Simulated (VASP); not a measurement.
Wanted: the native input for a VASP 6.6.1 run.

| Item | Value |
| --- | --- |
| Task | single point |
| Functional | r2SCAN |
| Potentials or basis | VASP PAW PBE potentials, release 64 (P) |
| Cutoff | 520 eV |
| k mesh | 8 × 1 × 6 |
| Occupations | gaussian, width 0.02 eV |
| Spin | no spin polarisation |
| Dipole correction | no |
| Further INCAR settings | ALGO = Normal; EDIFF = 1e-07; NBANDS = 18 |

The system is P, a slab with vacuum.

```
P
1.0
     3.29049    0.00000    0.00000
     0.00000   34.85860    0.00000
     0.00000    0.00000    4.63613
P
4
Cartesian
  0.0000 33.8173 2.7422
  0.0000 1.0413 1.8939
  1.6452 1.0413 0.4241
  1.6452 33.8173 4.2120
```

The input as run:

POSCAR

```
P
1.0
    3.2904850389      0.0000000000      0.0000000000
    0.0000000000     34.8586005468      0.0000000000
    0.0000000000      0.0000000000      4.6361280313
P
4
Direct
    0.0000000000      0.9701265427      0.5914832093
    0.0000000000      0.0298734573      0.4085167907
    0.5000000000      0.0298734573      0.0914832093
    0.5000000000      0.9701265427      0.9085167907
```

INCAR.step1

```
SYSTEM = P
  ALGO = Normal
  EDIFF = 1E-4
  ENCUT = 520
  GGA = PE
  ISMEAR = 0
  LASPH = .True.
  LCHARG = .False.
  LREAL = .False.
  LWAVE = .True.
  NBANDS = 18
  NELM = 60
  PREC = Accurate
  SIGMA = 0.02
```

INCAR.step2

```
SYSTEM = P
  ALGO = Normal
  EDIFF = 1E-7
  ENCUT = 520
  ISIF = 2
  ISMEAR = 0
  ISTART = 1
  LASPH = .True.
  LCHARG = .False.
  LMIXTAU = .True.
  LREAL = .False.
  LWAVE = .False.
  METAGGA = R2SCAN
  NBANDS = 18
  NELM = 60
  PREC = Accurate
  SIGMA = 0.02
```

KPOINTS

```
k-points
0
Gamma
  8 1 6
  0 0 0
```

Potentials or basis: VASP PAW PBE potentials, release 64 (P).

Run with:

```console
$ cat potpaw_PBE.64/P/POTCAR > POTCAR
$ cp INCAR.step1 INCAR
$ mpirun -np 1 vasp_std > vasp.out
$ cp INCAR.step2 INCAR
$ mpirun -np 1 vasp_std > vasp.out
```

Results of the run:

- Largest force: 0.099 eV/Å
- Band gap on the k mesh: 1.12 eV

Caveat: there is no dipole correction, which matters where the two faces differ; the PAW data sets were made with another functional, which shifts forces and pressure a little.

Wall time 15 min on 1 thread of Intel(R) Xeon(R) Platinum 8488C (Sapphire Rapids), with other jobs on the host, peak memory 0.63 GiB.
